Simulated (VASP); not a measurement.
A run of VASP 6.6.1 is set up as follows.

INCAR

```
SYSTEM = Li3Si2N
ALGO     = Normal         ! electronic algorithm
EDIFF    = 1E-6           ! SCF threshold, eV
ENCUT    = 520            ! plane-wave cutoff, eV
GGA      = PE             ! functional
ISIF     = 2              ! what is computed and relaxed
ISMEAR   = 0              ! smearing method
LASPH    = .True.         ! aspherical terms in the spheres
LCHARG   = .False.        ! write CHGCAR
LREAL    = .False.        ! projectors in reciprocal space
LWAVE    = .False.        ! write WAVECAR
NBANDS   = 20             ! bands
NELM     = 60             ! most SCF steps
PREC     = Accurate       ! precision mode
SIGMA    = 0.1            ! smearing width, eV
```

The input KPOINTS:

```
k-points
0
Gamma
  6 6 4
  0 0 0
```

POSCAR

```
Li3Si2N
1.0
    5.1274969851      0.0000000000      0.0000000000
   -2.5637484926      4.4405426469      0.0000000000
    0.0000000000      0.0000000000      5.9645175025
Li Si N
3 2 1
Direct
    0.4715353559      0.0000000000      0.5000000000
    0.0000000000      0.4715353559      0.5000000000
    0.5284646441      0.5284646441      0.5000000000
    0.0000000000      0.0000000000      0.7211326973
    0.0000000000      0.0000000000      0.2788673027
    0.0000000000      0.0000000000      0.0000000000
```

Potentials or basis: VASP PAW PBE potentials, release 64 (Li_sv, Si, N).

The run is started by

```console
$ cat potpaw_PBE.64/Li_sv/POTCAR potpaw_PBE.64/Si/POTCAR potpaw_PBE.64/N/POTCAR > POTCAR
$ mpirun -np 1 vasp_std > vasp.out
```

Q: What does it give for the band gap on the k mesh?

A: Zero (bands 11 and 12 overlap by 0.01 eV).

Q: What does it give for the largest force?

A: 0.020 eV/Å.

Forces on the atoms (eV/Å):
```
Li   0.001  0.000  0.000
Li   0.000  0.001  0.000
Li   0.000 -0.001  0.000
Si   0.000  0.000 -0.020
Si   0.000  0.000  0.020
N    0.000  0.000  0.000
```
